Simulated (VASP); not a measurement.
# KF (Carobbiite) (I4/mmm) in VASP: further runs

Aim: see how the results for KF (Carobbiite) move with the level of theory and the settings. Levels: PBE, r2SCAN. Tasks: single point.

All numbers are computed with VASP 6.6.1; they aren't measurements. Logs are shortened: lines on timing, memory, paths and dates and some standing lists are left out, and cuts for length are marked.

### Step 1. The cell of the first run

The structure is tetragonal, space group I4/mmm (No. 139). Conventional cell: a = 3.760 Å, b = 3.760 Å, c = 5.356 Å, α = 90.00°, β = 90.00°, γ = 90.00°. K (site symmetry 4/mmm) has 6 F at 2.66 to 2.68 Å within 3.5 Å. Within 3.5 Å of F (site symmetry 4/mmm) lie 6 K at 2.66 to 2.68 Å.

### Step 2. Single point, PBE (uniaxial x strain +0.7%)

INCAR reads:

```
SYSTEM = KF
ALGO = Normal
EDIFF = 1E-6
ENCUT = 520
GGA = PE
ISIF = 2
ISMEAR = -1
LASPH = .TRUE.
LCHARG = .FALSE.
LREAL = .FALSE.
LWAVE = .FALSE.
NBANDS = 15
NELM = 60
PREC = Accurate
SIGMA = 0.02
```

KPOINTS reads:

```
k-points
0
G
  8 8 8
  0 0 0
```

POSCAR reads:

```
KF
1.0
    0.0000000000      2.6589566777      2.6589566777
    2.6778352701      0.0000000000      2.6589566777
    2.6778352701      2.6589566777      0.0000000000
K F
1 1
Direct
    0.0000000000      0.0000000000      0.0000000000
    0.5000000000      0.5000000000      0.5000000000
```

Potentials or basis: VASP PAW PBE potentials, release 64 (K_sv, F).

Started as:

```
cat potpaw_PBE.64/K_sv/POTCAR potpaw_PBE.64/F/POTCAR > POTCAR
mpirun -np 1 vasp_std > vasp.out
```

OUTCAR:

```text
SYSTEM = KF
   EDIFF = 1E-6
   ENCUT = 520
   GGA = PE
   ISIF = 2
   ISMEAR = -1
   LASPH = .TRUE.
   LREAL = .FALSE.
   NELM = 60
   PREC = Accurate

 ion  position               nearest neighbor table
   1  0.000  0.000  0.000-   2 2.66   2 2.66   2 2.66   2 2.66   2 2.68   2 2.68
   2  0.500  0.500  0.500-   1 2.66   1 2.66   1 2.66   1 2.66   1 2.68   1 2.68

  LATTYP: Found a body centered tetragonal cell.
 ALAT       =     3.7603325954
 C/A-ratio  =     1.4242544787

  Lattice vectors:

 A1 = (   2.6778352701,   0.0000000000,   2.6589566777)
 A2 = (   2.6778352701,   0.0000000000,  -2.6589566777)
 A3 = (  -2.6778352701,   2.6589566777,   0.0000000000)

Analysis of symmetry for initial positions (statically):
=====================================================================
 Subroutine PRICEL returns:
 Original cell was already a primitive cell.

 Routine SETGRP: Setting up the symmetry group for a
 body centered tetragonal supercell.

 Subroutine GETGRP returns: Found 16 space group operations
 (whereof 16 operations were pure point group operations)
 out of a pool of 16 trial point group operations.

The static configuration has the point symmetry D_4h.

Analysis of symmetry for dynamics (positions and initial velocities):
=====================================================================
 Subroutine PRICEL returns:
 Original cell was already a primitive cell.

 Routine SETGRP: Setting up the symmetry group for a
 body centered tetragonal supercell.

 Subroutine GETGRP returns: Found 16 space group operations
 (whereof 16 operations were pure point group operations)
 out of a pool of 16 trial point group operations.

The dynamic configuration has the point symmetry D_4h.

 Subroutine INISYM returns: Found 16 space group operations
 (whereof 16 operations are pure point group operations),
 and found     1 'primitive' translations

----------------------------------------------------------------------------------------

                                     Primitive cell

  volume of cell :      37.8649

  direct lattice vectors                    reciprocal lattice vectors
     0.000000000  2.658956678  2.658956678    -0.186717983  0.188043681  0.188043681
     2.677835270  0.000000000  2.658956678     0.186717983 -0.188043681  0.188043681
     2.677835270  2.658956678  0.000000000     0.186717983  0.188043681 -0.188043681

  length of vectors
     3.760332595  3.773705387  3.773705387     0.324937620  0.324937620  0.324937620

  position of ions in fractional coordinates (direct lattice)
     0.000000000  0.000000000  0.000000000
     0.500000000  0.500000000  0.500000000

[... 82 lines left out ...]
   ISIF   =      2    stress and relaxation
   ISYM   =      2    0-nonsym 1-usesym 2-fastsym
   POTIM  = 0.5000    time-step for ionic-motion
   TEBEG  =    0.0;   TEEND  =   0.0 temperature during run
   PSTRESS=    0.0 pullay stress
   NELECT =      16.0000    total number of electrons
   NUPDOWN=      -1.0000    fix difference up-down
   EMIN   =  10.00;   EMAX   =-10.00  energy-range for DOS
   EFERMI =   0.00;   METHOD = LEGACY
   ISMEAR =    -1;   SIGMA  =   0.02  broadening in eV -4-tet -1-fermi 0-gaus
   EFERMI_NEDOS =   21; number of points for ismear=-14 and -15
   IALGO  =     38    algorithm
   IMIX   =      4    mixing-type and parameters
     AMIX     =   0.40;   BMIX     =  1.00
     AMIX_MAG =   1.60;   BMIX_MAG =  1.00
  volume/ion in A,a.u.               =      18.93       127.76
  Fermi-wavevector in a.u.,A,eV,Ry     =   1.228484  2.321497 20.533531  1.509172
  Thomas-Fermi vector in A             =   2.363407
   LORBIT       =      0    0 simple, 1 ext, 2 COOP (PROOUT), +10 PAW based schemes
   GGA     = PE    functional components
   LHFCALC =     F    Hartree Fock is set to
   AEXX    =    0.0000 exact exchange contribution
   IVDW    =     0    specifies the selected vdW correction
   LEPSILON=     F    determine dielectric tensor
   LRPA    =     F    only Hartree local field effects (RPA)
 non-spin polarized calculation
  energy-cutoff  :      520.00
  volume of cell :       37.86
 maximum number of plane-waves:      1036
   NGX = 13   NGY = 13   NGZ = 13

 number of electron      16.0000006 magnetization

 Free energy of the ion-electron system (eV)
  ---------------------------------------------------
  ext. energy  EPLUGINS =         0.00000000
  ---------------------------------------------------
  free energy    TOTEN  =        -8.28672357 eV

  energy without entropy =       -8.28672357  energy(sigma->0) =       -8.28672357

 E-fermi :  -2.2200     XC(G=0):  -8.4375

 val. band max:       -2.7809687940   @ k =   0.0000   0.0000   0.0000
 cond. band min:       3.4199672082   @ k =   0.0000   0.0000   0.0000
 fundamental gap:      6.2009360021
 Fermi energy:        -2.2200276059

 k-point     1 :       0.0000    0.0000    0.0000
  band No.  band energies     occupation
      1     -28.9013      2.00000
      2     -21.4445      2.00000
      3     -12.1477      2.00000
      4     -12.1456      2.00000
      5     -12.1456      2.00000
      6      -2.7916      2.00000
      7      -2.7810      2.00000
      8      -2.7810      2.00000
      9       3.4200      0.00000
     10       7.8886      0.00000
     11       7.9293      0.00000
     12       7.9293      0.00000
     13       9.5629      0.00000
     14       9.6321      0.00000
[... 401 lines left out ...]
      2     -21.5039      2.00000
      3     -12.3288      2.00000
      4     -12.2482      2.00000
      5     -12.1530      2.00000
      6      -3.3570      2.00000
      7      -3.0690      2.00000
      8      -2.9218      2.00000
      9       5.5631      0.00000
     10       7.1162      0.00000
     11       8.9340      0.00000
     12       8.9932      0.00000
     13      10.4082      0.00000
     14      10.7268      0.00000
     15      15.4429      0.00000

 [... further k-points ...]
[... 5 lines left out ...]
  --------------------------------------------------------------------------------------
  -------------------------------------------------------------------------------------
  Total        0.3336091      0.4358662      0.4358662     -0.0000000      0.0000000      0.0000000
  in kB       14.1160135     18.4428210     18.4428210     -0.0000000      0.0000000      0.0000000
  external PRESSURE =      17.0005518 kB  Pullay stress =       0.0000000 kB

 VOLUME and BASIS-vectors are now :
 -----------------------------------------------------------------------------
  energy-cutoff  :      520.00
  volume of cell :       37.86
      direct lattice vectors                 reciprocal lattice vectors
     0.000000000  2.658956678  2.658956678    -0.186717983  0.188043681  0.188043681
     2.677835270  0.000000000  2.658956678     0.186717983 -0.188043681  0.188043681
     2.677835270  2.658956678  0.000000000     0.186717983  0.188043681 -0.188043681

 POSITION                                       TOTAL-FORCE (eV/Angst)
 -----------------------------------------------------------------------------------
      0.00000      0.00000      0.00000         0.000000      0.000000      0.000000
      2.67784      2.65896      2.65896         0.000000      0.000000     -0.000000
 -----------------------------------------------------------------------------------
    total drift:                                0.000000      0.000000      0.000000

  FREE ENERGIE OF THE ION-ELECTRON SYSTEM (eV)
  ---------------------------------------------------
  free  energy   TOTEN  =        -8.2867235738 eV

  energy  without entropy=       -8.2867235738  energy(sigma->0) =       -8.28672357
```

OSZICAR:

```text
N       E                     dE             d eps       ncg     rms          rms(c)
DAV:   1     0.110546201595E+03    0.11055E+03   -0.81650E+03  1770   0.103E+03
DAV:   2    -0.520719742241E+01   -0.11575E+03   -0.10617E+03  2283   0.284E+02
DAV:   3    -0.943531593249E+01   -0.42281E+01   -0.42095E+01  2340   0.488E+01
DAV:   4    -0.954671795607E+01   -0.11140E+00   -0.11139E+00  2382   0.740E+00
DAV:   5    -0.954825782207E+01   -0.15399E-02   -0.15399E-02  2446   0.735E-01    0.634E+00
DAV:   6    -0.831711380670E+01    0.12311E+01   -0.34911E+00  1826   0.148E+01    0.407E+00
DAV:   7    -0.828829838172E+01    0.28815E-01   -0.66197E-02  2253   0.223E+00    0.228E+00
DAV:   8    -0.828448313899E+01    0.38152E-02   -0.50811E-02  1952   0.223E+00    0.193E-01
DAV:   9    -0.828603444602E+01   -0.15513E-02   -0.38148E-03  2232   0.513E-01    0.123E-01
DAV:  10    -0.828659825104E+01   -0.56381E-03   -0.46943E-04  1854   0.188E-01    0.610E-02
DAV:  11    -0.828672463030E+01   -0.12638E-03   -0.12722E-04  1847   0.948E-02    0.196E-02
DAV:  12    -0.828672350656E+01    0.11237E-05   -0.12773E-05  2248   0.358E-02    0.439E-03
DAV:  13    -0.828672357380E+01   -0.67238E-07   -0.21205E-06  1896   0.131E-02
   1 F= -.82867236E+01 E0= -.82867236E+01  d E =-.198652E-13
```

stdout:

```text
POSCAR found type information on POSCAR K F
 POSCAR found :  2 types and       2 ions
 scaLAPACK will be used
 LDA part: xc-table for (Slater+PW92), standard interpolation
 POSCAR, INCAR and KPOINTS ok, starting setup
 FFT: planning ... GRIDC
 FFT: planning ... GRID_SOFT
 FFT: planning ... GRID
 WAVECAR not read
 entering main loop
```

It took 17 s on 1 thread of AMD EPYC 9R45 (Zen 5), shared host; peak memory 0.14 GiB.

Results:

- Free energy: -8.2867 eV
- Pressure: 1.7 GPa
- Band gap on the k mesh: 6.20 eV, direct

Stress tensor (GPa, compression positive):
```
1.41 0.00 0.00
0.00 1.84 0.00
0.00 0.00 1.84
```

Levels at points of the mesh, in eV from the valence-band top:
| k point | band 5 | band 6 | band 7 | band 8 | band 9 | band 10 | band 11 | band 12 |
| --- | --- | --- | --- | --- | --- | --- | --- | --- |
| (0.00, 0.00, 0.00) | -9.36 | -0.01 | 0.00 | 0.00 | 6.20 | 10.67 | 10.71 | 10.71 |
| (0.50, 0.00, 0.00) | -9.40 | -0.80 | -0.36 | -0.36 | 9.10 | 10.66 | 12.08 | 12.13 |
| (0.50, 0.50, 0.00) | -9.58 | -0.21 | -0.07 | -0.06 | 8.19 | 10.34 | 11.89 | 13.65 |
| (0.00, 0.50, 0.50) | -9.58 | -0.22 | -0.05 | -0.05 | 8.22 | 10.34 | 11.82 | 13.65 |

Caveat: the cell differs from its parent crystal (uniaxial x strain +0.7%).

### Step 3. Single point, r2SCAN (uniaxial x strain +0.7%)

POSCAR is that of step 2.

INCAR.step1 reads:

```
ALGO = Normal
EDIFF = 1E-4
ENCUT = 520
GGA = PE
ISMEAR = 0
LASPH = True
LCHARG = False
LREAL = False
LWAVE = True
NBANDS = 15
NELM = 80
PREC = Accurate
SIGMA = 0.01
```

INCAR.step2 reads:

```
ALGO = Normal
EDIFF = 1E-6
ENCUT = 520
ISIF = 2
ISMEAR = 0
ISTART = 1
LASPH = True
LCHARG = False
LMIXTAU = True
LREAL = False
LWAVE = False
METAGGA = R2SCAN
NBANDS = 15
NELM = 80
PREC = Accurate
SIGMA = 0.01
```

KPOINTS reads:

```
k-points
0
Gamma
  8 8 8
```

Potentials or basis: VASP PAW PBE potentials, release 64 (K_sv, F).

Started as:

```
cat potpaw_PBE.64/K_sv/POTCAR potpaw_PBE.64/F/POTCAR > POTCAR
cp INCAR.step1 INCAR
mpirun -np 1 vasp_std > vasp.out
cp INCAR.step2 INCAR
mpirun -np 1 vasp_std > vasp.out
```

It took 2.2 min on 1 thread of AMD EPYC 7R43 (Zen 3), shared host; peak memory 0.14 GiB.

It converged, with:

```
Free energy            : -14.9728 eV
Pressure               : -0.3 GPa
Band gap on the k mesh : 6.87 eV, direct
```

Stress tensor (GPa, compression positive):
```
-0.57  0.00  0.00
 0.00 -0.13  0.00
 0.00  0.00 -0.13
```

Levels at points of the mesh, in eV from the valence-band top:
```
           k point  band 4  band 5  band 6  band 7  band 8  band 9  band 10  band 11  band 12  band 13
(0.00, 0.00, 0.00)   -9.59   -9.59   -0.01    0.00    0.00    6.87    11.44    11.48    11.48    13.30
(0.50, 0.00, 0.00)   -9.63   -9.62   -0.77   -0.35   -0.34    9.71    11.30    12.93    12.98    15.32
(0.50, 0.50, 0.00)   -9.80   -9.80   -0.20   -0.06   -0.05    8.76    11.26    12.50    14.66    15.14
(0.00, 0.50, 0.50)   -9.79   -9.79   -0.22   -0.05   -0.05    8.79    11.26    12.44    14.67    15.17
```

Caveat: the cell differs from its parent crystal (uniaxial x strain +0.7%); the PAW data sets were made with another functional, which shifts forces and pressure a little. A k mesh can miss the band edges.
